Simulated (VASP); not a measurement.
# KCl (Fm-3m) in VASP: a series of runs

KCl is run at these levels: PBEsol; tasks: relaxation of cell and atoms.

Everything below comes from runs of VASP 6.6.1. Logs are shortened: lines on timing, memory, paths and dates and some standing lists are left out, and cuts for length are marked.

**1. The cell of the first run**

Symmetry: Fm-3m, No. 225, cubic system. The conventional cell has a = 6.243 Å, b = 6.243 Å, c = 6.243 Å, α = 90.00°, β = 90.00°, γ = 90.00°. Within 4.1 Å of K (site symmetry m-3m) lie 6 Cl at 3.12 Å. Within 4.1 Å of Cl (site symmetry m-3m) lie 6 K at 3.12 Å.

**2. Relaxation of cell and atoms, PBEsol, target pressure 10 GPa, at which the enthalpy is minimised**

INCAR reads:

```
SYSTEM = KCl
PREC = Accurate ; ENCUT = 600
EDIFF = 1E-6 ; ISMEAR = 0
SIGMA = 0.01 ; LREAL = .FALSE.
LASPH = .TRUE. ; NELM = 100
ALGO = Normal ; ISIF = 3
LWAVE = .FALSE. ; LCHARG = .FALSE.
GGA = PS ; IBRION = 2
NSW = 100 ; EDIFFG = -0.002
PSTRESS = 100.0
```

KPOINTS reads:

```
regular mesh
0
G
  8 8 8
  0 0 0
```

POSCAR reads:

```
KCl
1.0
    0.0000000000      3.1212780665      3.1212780665
    3.1212780665      0.0000000000      3.1212780665
    3.1212780665      3.1212780665      0.0000000000
K Cl
1 1
Direct
    0.0000000000      0.0000000000      0.0000000000
    0.5000000000      0.5000000000      0.5000000000
```

Potentials or basis: VASP PAW PBE potentials, release 64 (K_sv, Cl).

Run with:

```
> cat potpaw_PBE.64/K_sv/POTCAR potpaw_PBE.64/Cl/POTCAR > POTCAR
> mpirun -np 1 vasp_std > vasp.out
```

OUTCAR:

```text
SYSTEM = KCl
   PREC = Accurate
   ENCUT = 600
   EDIFF = 1E-6
   ISMEAR = 0
   LREAL = .FALSE.
   LASPH = .TRUE.
   NELM = 100
   ISIF = 3
   GGA = PS
   IBRION = 2
   NSW = 100
   EDIFFG = -0.002
   PSTRESS = 100.0

 ion  position               nearest neighbor table
   1  0.000  0.000  0.000-   2 3.12   2 3.12   2 3.12   2 3.12   2 3.12   2 3.12
   2  0.500  0.500  0.500-   1 3.12   1 3.12   1 3.12   1 3.12   1 3.12   1 3.12

  LATTYP: Found a face centered cubic cell.
 ALAT       =     6.2425561330

  Lattice vectors:

 A1 = (   0.0000000000,   3.1212780665,   3.1212780665)
 A2 = (   3.1212780665,   0.0000000000,   3.1212780665)
 A3 = (   3.1212780665,   3.1212780665,   0.0000000000)

Analysis of symmetry for initial positions (statically):
=====================================================================
 Subroutine PRICEL returns:
 Original cell was already a primitive cell.

 Routine SETGRP: Setting up the symmetry group for a
 face centered cubic supercell.

 Subroutine GETGRP returns: Found 48 space group operations
 (whereof 48 operations were pure point group operations)
 out of a pool of 48 trial point group operations.

The static configuration has the point symmetry O_h .

Analysis of symmetry for dynamics (positions and initial velocities):
=====================================================================
 Subroutine PRICEL returns:
 Original cell was already a primitive cell.

 Routine SETGRP: Setting up the symmetry group for a
 face centered cubic supercell.

 Subroutine GETGRP returns: Found 48 space group operations
 (whereof 48 operations were pure point group operations)
 out of a pool of 48 trial point group operations.

The dynamic configuration has the point symmetry O_h .

 Subroutine INISYM returns: Found 48 space group operations
 (whereof 48 operations are pure point group operations),
 and found     1 'primitive' translations

----------------------------------------------------------------------------------------

                                     Primitive cell

  volume of cell :      60.8173

  direct lattice vectors                    reciprocal lattice vectors
     0.000000000  3.121278066  3.121278066    -0.160190790  0.160190790  0.160190790
     3.121278066  0.000000000  3.121278066     0.160190790 -0.160190790  0.160190790
     3.121278066  3.121278066  0.000000000     0.160190790  0.160190790 -0.160190790

  length of vectors
     4.414153774  4.414153774  4.414153774     0.277458588  0.277458588  0.277458588

  position of ions in fractional coordinates (direct lattice)
     0.000000000  0.000000000  0.000000000
     0.500000000  0.500000000  0.500000000

  ion indices of the primitive-cell ions
   primitive index   ion index
                 1           1
                 2           2

----------------------------------------------------------------------------------------

 KPOINTS: regular mesh

Automatic generation of k-mesh.
 Grid dimensions read from file:
 generate k-points for:    8    8    8

 Generating k-lattice:

  Cartesian coordinates                     Fractional coordinates (reciprocal lattice)
    -0.020023849  0.020023849  0.020023849     0.125000000  0.000000000  0.000000000
     0.020023849 -0.020023849  0.020023849     0.000000000  0.125000000  0.000000000
     0.020023849  0.020023849 -0.020023849     0.000000000  0.000000000  0.125000000

  Length of vectors
     0.034682323  0.034682323  0.034682323

  Shift w.r.t. Gamma in fractional coordinates (k-lattice)
     0.000000000  0.000000000  0.000000000

 Subroutine IBZKPT returns following result:
 ===========================================

 Found     29 irreducible k-points:

 Following reciprocal coordinates:
            Coordinates               Weight
  0.000000  0.000000  0.000000      1.000000
  0.125000  0.000000  0.000000      8.000000
  0.250000  0.000000  0.000000      8.000000
  0.375000  0.000000  0.000000      8.000000
  0.500000  0.000000  0.000000      4.000000
  0.125000  0.125000  0.000000      6.000000
[... 16 lines left out ...]
  0.500000  0.250000  0.125000     48.000000
 -0.375000  0.250000  0.125000     24.000000
 [... further k-points ...]
   k-points           NKPTS =     29   k-points in BZ     NKDIM =     29   number of bands    NBANDS=     12
   number of dos      NEDOS =    301   number of ions     NIONS =      2
   total plane-waves  NPLWV =  46656
   dimension x,y,z NGX =    36 NGY =   36 NGZ =   36
   dimension x,y,z NGXF=    72 NGYF=   72 NGZF=   72
   ions per type =               1   1
   NGX,Y,Z   is equivalent  to a cutoff of  13.56, 13.56, 13.56 a.u.
   NGXF,Y,Z  is equivalent  to a cutoff of  27.12, 27.12, 27.12 a.u.
 SYSTEM =  KCl
   PREC   = accura    normal or accurate (medium, high low for compatibility)
   ISTART =      0    job   : 0-new  1-cont  2-samecut
   ICHARG =      2    charge: 1-file 2-atom 10-const
   ISPIN  =      1    spin polarized calculation?
   LNONCOLLINEAR =      F non collinear calculations
   LSORBIT =      F    spin-orbit coupling
   LASPH  =      T    aspherical Exc in radial PAW
   ENCUT  =  600.0 eV  44.10 Ry    6.64 a.u.   8.82  8.82  8.82*2*pi/ulx,y,z
   NELM   =    100;   NELMIN=  2; NELMDL= -5     # of ELM steps
   EDIFF  = 0.1E-05   stopping-criterion for ELM
   LREAL  =      F    real-space projection
   EDIFFG = -.2E-02   stopping-criterion for IOM
   NSW    =    100    number of steps for IOM
   IBRION =      2    ionic relax: 0-MD 1-quasi-New 2-CG
   NFREE  =      1    steps in history (QN), initial steepest desc. (CG)
   ISIF   =      3    stress and relaxation
   ISYM   =      2    0-nonsym 1-usesym 2-fastsym
   POTIM  = 0.5000    time-step for ionic-motion
   TEBEG  =    0.0;   TEEND  =   0.0 temperature during run
   PSTRESS=  100.0 pullay stress
   NELECT =      16.0000    total number of electrons
   NUPDOWN=      -1.0000    fix difference up-down
   EMIN   =  10.00;   EMAX   =-10.00  energy-range for DOS
   EFERMI =   0.00;   METHOD = LEGACY
   ISMEAR =     0;   SIGMA  =   0.01  broadening in eV -4-tet -1-fermi 0-gaus
   EFERMI_NEDOS =   21; number of points for ismear=-14 and -15
   IALGO  =     38    algorithm
   IMIX   =      4    mixing-type and parameters
     AMIX     =   0.40;   BMIX     =  1.00
     AMIX_MAG =   1.60;   BMIX_MAG =  1.00
  volume/ion in A,a.u.               =      30.41       205.21
  Fermi-wavevector in a.u.,A,eV,Ry     =   1.048992  1.982308 14.971649  1.100385
  Thomas-Fermi vector in A             =   2.183937
   LORBIT       =      0    0 simple, 1 ext, 2 COOP (PROOUT), +10 PAW based schemes
   GGA     = PS    functional components
   LHFCALC =     F    Hartree Fock is set to
   AEXX    =    0.0000 exact exchange contribution
   IVDW    =     0    specifies the selected vdW correction
   LEPSILON=     F    determine dielectric tensor
   LRPA    =     F    only Hartree local field effects (RPA)
 conjugate gradient relaxation of ions
 non-spin polarized calculation
 Gauss-broadening in eV      SIGMA  =   0.01
  energy-cutoff  :      600.00
  volume of cell :       60.82
 maximum number of plane-waves:      2085
   NGX = 17   NGY = 17   NGZ = 17

--------------------------------------- Ionic step        1  -------------------------------------------

 number of electron      16.0000002 magnetization

 Free energy of the ion-electron system (eV)
  ---------------------------------------------------
  ext. energy  EPLUGINS =         0.00000000
  ---------------------------------------------------
  free energy    TOTEN  =        -7.02325382 eV

  energy without entropy =       -7.02325382  energy(sigma->0) =       -7.02325382

------------------------ aborting loop because EDIFF is reached ----------------------------------------

  FORCE on cell =-STRESS in cart. coord.  units (eV):
  Direction    XX          YY          ZZ          XY          YZ          ZX
  --------------------------------------------------------------------------------------
  -------------------------------------------------------------------------------------
  Total        0.0353570      0.0353570      0.0353570      0.0000000      0.0000000      0.0000000
  in kB        0.9314485      0.9314485      0.9314485      0.0000000      0.0000000      0.0000000
  external PRESSURE =     -99.0685515 kB  Pullay stress =     100.0000000 kB
[... 97 lines left out ...]
  energy  without entropy=       -6.6741148992  energy(sigma->0) =       -6.67411490

  enthalpy is  TOTEN    =        -3.7741946056 eV   P V=        2.8999202935

[... ionic steps 4 to 19 ...]

--------------------------------------- Ionic step       20  -------------------------------------------

 number of electron      16.0000001 magnetization

------------------------ aborting loop because EDIFF is reached ----------------------------------------
[... 71 lines left out ...]
--------------------------------------- Ionic step       22  -------------------------------------------

 number of electron      16.0000001 magnetization

 Free energy of the ion-electron system (eV)
  ---------------------------------------------------
  ext. energy  EPLUGINS =         0.00000000
  ---------------------------------------------------
  free energy    TOTEN  =        -6.67588650 eV

  energy without entropy =       -6.67588650  energy(sigma->0) =       -6.67588650

 E-fermi :  -0.3146     XC(G=0):  -9.0529

 val. band max:       -0.4441962489   @ k =   0.0000   0.0000   0.0000
 cond. band min:       5.4243285709   @ k =   0.5000   0.5000   0.0000
 fundamental gap:      5.8685248199
 Fermi energy:        -0.3145835404

 k-point     1 :       0.0000    0.0000    0.0000
  band No.  band energies     occupation
      1     -26.9348      2.00000
      2     -12.9751      2.00000
      3     -10.4558      2.00000
      4     -10.4558      2.00000
      5     -10.4558      2.00000
      6      -0.4442      2.00000
      7      -0.4442      2.00000
      8      -0.4442      2.00000
      9       5.7009      0.00000
     10       7.7661      0.00000
     11       7.7661      0.00000
     12       7.7661      0.00000
[... 331 lines left out ...]
 k-point    24 :      -0.3750    0.2500    0.1250
  band No.  band energies     occupation
      1     -26.8780      2.00000
      2     -13.2144      2.00000
      3     -10.6258      2.00000
      4     -10.5553      2.00000
      5     -10.1343      2.00000
      6      -1.7860      2.00000
      7      -1.0908      2.00000
      8      -1.0599      2.00000
      9       7.7855      0.00000
     10       8.3335      0.00000
     11      10.7606      0.00000
     12      10.8311      0.00000

 [... further k-points ...]

------------------------ aborting loop because EDIFF is reached ----------------------------------------

  FORCE on cell =-STRESS in cart. coord.  units (eV):
  Direction    XX          YY          ZZ          XY          YZ          ZX
  --------------------------------------------------------------------------------------
  -------------------------------------------------------------------------------------
  Total        2.8983290      2.8983290      2.8983290     -0.0000000     -0.0000000      0.0000000
  in kB       99.8841525     99.8841525     99.8841525     -0.0000000     -0.0000000      0.0000000
  external PRESSURE =      -0.1158475 kB  Pullay stress =     100.0000000 kB
[... 21 lines left out ...]
  energy  without entropy=       -6.6758865008  energy(sigma->0) =       -6.67588650

  enthalpy is  TOTEN    =        -3.7741959178 eV   P V=        2.9016905831

 reached required accuracy - stopping structural energy minimisation
```

Wall time 2.6 min (1 thread of AMD EPYC 7R13 (Zen 3), shared host); peak memory 0.19 GiB.

What came out:

```
Free energy                                                : -6.6759 eV
Relaxed volume                                             : 23.25 Å³/atom
Relaxed cell                                               : a = 4.036 Å, b = 4.036 Å, c = 4.036 Å, α = 60.00°, β = 60.00°, γ = 60.00°
Space group after relaxing (to 0.1 Å)                      : Fm-3m (No. 225)
Energy change on relaxing (the run minimises the enthalpy) : +173.7 meV/atom
Ionic steps                                                : 22
Pressure after relaxing                                    : 10.0 GPa
Band gap on the k mesh                                     : 5.87 eV (least direct gap 6.13 eV)
```

Step by step:
| step | energy change (eV) | largest force (eV/Å) | pressure (GPa) | volume (Å³) |
| --- | --- | --- | --- | --- |
| 1 | 0.0000 | 0.0000 | 0.09 | 60.82 |
| 2 | 0.3977 | 0.0000 | 11.05 | 45.72 |
| 3 | 0.3491 | 0.0000 | 10.03 | 46.46 |
| 4 | 0.3330 | 0.0000 | 9.67 | 46.72 |
| 5 | 0.3335 | 0.0000 | 9.69 | 46.72 |
| 6 | 0.3350 | 0.0000 | 9.71 | 46.69 |
| 7 | 0.3350 | 0.0000 | 9.72 | 46.69 |
| 8 | 0.3350 | 0.0000 | 9.72 | 46.69 |
| 9 | 0.3352 | 0.0000 | 9.71 | 46.69 |
| 10 | 0.3354 | 0.0000 | 9.70 | 46.68 |
| 11 | 0.3360 | 0.0000 | 9.74 | 46.68 |
| 12 | 0.3370 | 0.0000 | 9.76 | 46.66 |
| 13 | 0.3392 | 0.0000 | 9.82 | 46.62 |
| 14 | 0.3435 | 0.0000 | 9.91 | 46.55 |
| 15 | 0.3523 | 0.0000 | 10.10 | 46.41 |
| 16 | 0.3477 | 0.0000 | 10.04 | 46.48 |
| 17 | 0.3465 | 0.0000 | 9.98 | 46.50 |
| 18 | 0.3469 | 0.0000 | 9.98 | 46.50 |
| 19 | 0.3473 | 0.0000 | 9.98 | 46.49 |
| 20 | 0.3473 | 0.0000 | 9.99 | 46.49 |
| 21 | 0.3474 | 0.0000 | 9.99 | 46.49 |
| 22 | 0.3474 | 0.0000 | 9.99 | 46.49 |

Final structure:
```xyz
2
Lattice="0.0000 2.8539 2.8539 2.8539 0.0000 2.8539 2.8539 2.8539 0.0000" Properties=species:S:1:pos:R:3 pbc="T T T"
K     0.0000    0.0000    0.0000
Cl    2.8539    2.8539    2.8539
```

Caveat: the cell is relaxed towards a set pressure, so the run minimises the enthalpy, not the energy; the volume moved by over 15 % at a fixed basis, so the end points are rough; the PAW data sets were made with another functional, which shifts forces and pressure a little. A k mesh can miss the band edges.

**3. Relaxation of cell and atoms, PBEsol, target pressure 15 GPa, at which the enthalpy is minimised**

INCAR reads:

```
SYSTEM = KCl
ALGO = Normal
EDIFF = 1E-7
EDIFFG = -0.002
ENCUT = 600
GGA = PS
IBRION = 2
ISIF = 3
ISMEAR = 0
LASPH = .True.
LCHARG = .False.
LREAL = .False.
LWAVE = .False.
NELM = 60
NSW = 100
PREC = Accurate
PSTRESS = 150.0
SIGMA = 0.01
```

KPOINTS reads:

```
k-points
0
Gamma
  8 8 8
  0 0 0
```

POSCAR is that of step 2.

Potentials or basis: VASP PAW PBE potentials, release 64 (K_sv, Cl).

Run with:

```
> cat potpaw_PBE.64/K_sv/POTCAR potpaw_PBE.64/Cl/POTCAR > POTCAR
> mpirun -np 1 vasp_std > vasp.out
```

Wall time 98 s (1 thread of AMD EPYC 7R13 (Zen 3), shared host); peak memory 0.19 GiB.

The run converged. Its results:

| Item | Value |
| --- | --- |
| Free energy | -6.4309 eV |
| Relaxed volume | 21.66 Å³/atom |
| Relaxed cell | a = 3.942 Å, b = 3.942 Å, c = 3.942 Å, α = 60.00°, β = 60.00°, γ = 60.00° |
| Space group after relaxing (to 0.1 Å) | Fm-3m (No. 225) |
| Energy change on relaxing (the run minimises the enthalpy) | +296.2 meV/atom |
| Ionic steps | 6 |
| Pressure after relaxing | 15.0 GPa |
| Band gap on the k mesh | 5.66 eV (least direct gap 5.91 eV) |

The path:
```
step  energy change (eV)  largest force (eV/Å)  pressure (GPa)  volume (Å³)
   1              0.0000                0.0000            0.09        60.82
   2              1.0996                0.0000           24.91        39.16
   3              0.5897                0.0000           14.95        43.34
   4              0.6192                0.0000           15.53        43.03
   5              0.5787                0.0000           14.73        43.46
   6              0.5923                0.0000           15.00        43.31
```

Final structure:
```
CELL_PARAMETERS angstrom
0.00000 2.78736 2.78736
2.78736 0.00000 2.78736
2.78736 2.78736 0.00000
ATOMIC_POSITIONS crystal
K 0.00000 0.00000 0.00000
Cl 0.50000 0.50000 0.50000
```

Levels at points of the mesh, in eV from the valence-band top:
| k point | band 5 | band 6 | band 7 | band 8 | band 9 | band 10 | band 11 | band 12 |
| --- | --- | --- | --- | --- | --- | --- | --- | --- |
| (0.00, 0.00, 0.00) | -9.93 | 0.00 | 0.00 | 0.00 | 6.49 | 8.12 | 8.12 | 8.12 |
| (0.50, 0.00, 0.00) | -9.27 | -1.93 | -0.80 | -0.80 | 8.36 | 9.75 | 11.51 | 11.51 |
| (0.50, 0.50, 0.00) | -10.15 | -0.80 | -0.25 | -0.25 | 5.66 | 10.00 | 10.65 | 12.05 |

Caveat: the cell is relaxed towards a set pressure, so the run minimises the enthalpy, not the energy; the volume moved by over 15 % at a fixed basis, so the end points are rough; the PAW data sets were made with another functional, which shifts forces and pressure a little. A k mesh can miss the band edges.
